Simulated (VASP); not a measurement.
A run of VASP 6.6.1:

The input INCAR:

```
PREC = Accurate ; ENCUT = 500
EDIFF = 1E-6 ; ISMEAR = 0
SIGMA = 0.1 ; LREAL = F
LASPH = T ; NELM = 200
ALGO = Normal ; ISIF = 2
LWAVE = F ; LCHARG = F
GGA = PE ; NBANDS = 26
GGA_COMPAT = F ; LMAXMIX = 6
```

KPOINTS

```
regular mesh
0
Gamma
  4 4 4
```

Contents of POSCAR:

```
PrMo2
1.0
    4.1983320947      0.0000000000      0.0000000000
    0.0000000000      4.1983320947      0.0000000000
    0.0000000000      0.0000000000      4.5346495061
Pr Mo
1 2
Direct
    0.0000000000      0.0000000000      0.5000000000
    0.5000000000      0.5000000000      0.0000000000
    0.5000000000      0.5000000000      0.5000000000
```

Potentials or basis: VASP PAW PBE potentials, release 64 (Pr_3, Mo_sv), 4f in core.

The run is started by

```sh
$ cat potpaw_PBE.64/Pr_3/POTCAR potpaw_PBE.64/Mo_sv/POTCAR > POTCAR
$ mpirun -np 1 vasp_std > vasp.out
```

Hardware: 1 thread of Intel(R) Xeon(R) Platinum 8488C (Sapphire Rapids) (shared host).

Problem. Estimate the wall time of this run.

Solution. Wall time 17 s on 1 thread of Intel(R) Xeon(R) Platinum 8488C (Sapphire Rapids), with other jobs on the host, peak memory 0.2 GiB. Counts: scf iterations 14, k points 18.
